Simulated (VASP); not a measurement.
Here is a VASP 6.6.1 calculation.

The input INCAR:

```
SYSTEM = KHfO2
  PREC = Accurate
  ENCUT = 520
  EDIFF = 1E-6
  ISMEAR = 0
  SIGMA = 0.1
  LREAL = .FALSE.
  LASPH = .TRUE.
  NELM = 60
  ALGO = Normal
  ISIF = 2
  LWAVE = .FALSE.
  LCHARG = .FALSE.
  GGA = PE
  NBANDS = 41
```

Contents of KPOINTS:

```
Automatic mesh
0
G
  8 8 6
  0 0 0
```

POSCAR

```
KHfO2
1.0
    3.2634315255     -6.0068687705      0.0000000000
    3.2634315255      6.0068687705      0.0000000000
    0.0000000000      0.0000000000      5.9205937946
K Hf O
2 2 4
Direct
    0.8967944965      0.1032055035      0.2500000000
    0.1032055035      0.8967944965      0.7500000000
    0.4640042726      0.5359957274      0.7500000000
    0.5359957274      0.4640042726      0.2500000000
    0.2962118973      0.2962118973      0.0000000000
    0.7037881027      0.7037881027      0.5000000000
    0.2962118973      0.2962118973      0.5000000000
    0.7037881027      0.7037881027      0.0000000000
```

Potentials or basis: VASP PAW PBE potentials, release 64 (K_sv, Hf_pv, O).

Command:

```bash
$ cat potpaw_PBE.64/K_sv/POTCAR potpaw_PBE.64/Hf_pv/POTCAR potpaw_PBE.64/O/POTCAR > POTCAR
$ mpirun -np 1 vasp_std > vasp.out
```

Question: Predict the band gap on the k mesh.

Answer: Zero (bands 31 and 32 overlap by 0.43 eV).

Question: Estimate the pressure.

Answer: -0.5 GPa.

Question: What does it give for the largest force?

Answer: 0.186 eV/Å.

Stress tensor (GPa, compression positive):
```
-0.65  0.00  0.00
 0.00 -0.11  0.00
 0.00  0.00 -0.85
```

Caveat: spin-orbit coupling is left out, which moves the levels of the heavy elements.
